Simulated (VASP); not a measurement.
Zr:

```xyz
2
Lattice="0.0000 3.1150 3.1150 3.1150 0.0000 3.1150 3.1150 3.1150 0.0000" Properties=species:S:1:pos:R:3 pbc="T T T"
Zr    6.2300    6.2300    6.2300
Zr    1.5575    1.5575    1.5575
```

This isn't the form of Zr at room conditions, which is hcp.

| Property | Result |
| --- | --- |
| Program | VASP 6.6.1 |
| Task | relaxation of cell and atoms |
| Functional | LDA |
| Potentials or basis | VASP PAW LDA potentials, release 64 (Zr_sv) |
| Cutoff | 500 eV |
| k mesh | 11 × 11 × 11 |
| Occupations | fermi-dirac, width 0.05 eV |
| Spin | no spin polarisation |

At the start: pressure -3.1 GPa; volume 30.23 Å³/atom.

Question: How do energy, volume and symmetry change on relaxing?

Answer: Over 3 steps the energy falls by 25.2 meV/atom and the volume is 27.77 Å³/atom (-8.1 %); space group Fd-3m (No. 227, to 0.1 Å) before and after.

Step by step:
```
step  energy change (eV)  largest force (eV/Å)  pressure (GPa)  volume (Å³)
   1              0.0000                0.0000           -3.12        60.45
   2             -0.0503                0.0000            0.07        55.45
   3             -0.0504                0.0000            0.00        55.55
```

Final structure:
```
CELL_PARAMETERS angstrom
0.00000 3.02838 3.02838
3.02838 0.00000 3.02838
3.02838 3.02838 0.00000
ATOMIC_POSITIONS crystal
Zr 0.00000 0.00000 0.00000
Zr 0.25000 0.25000 0.25000
```
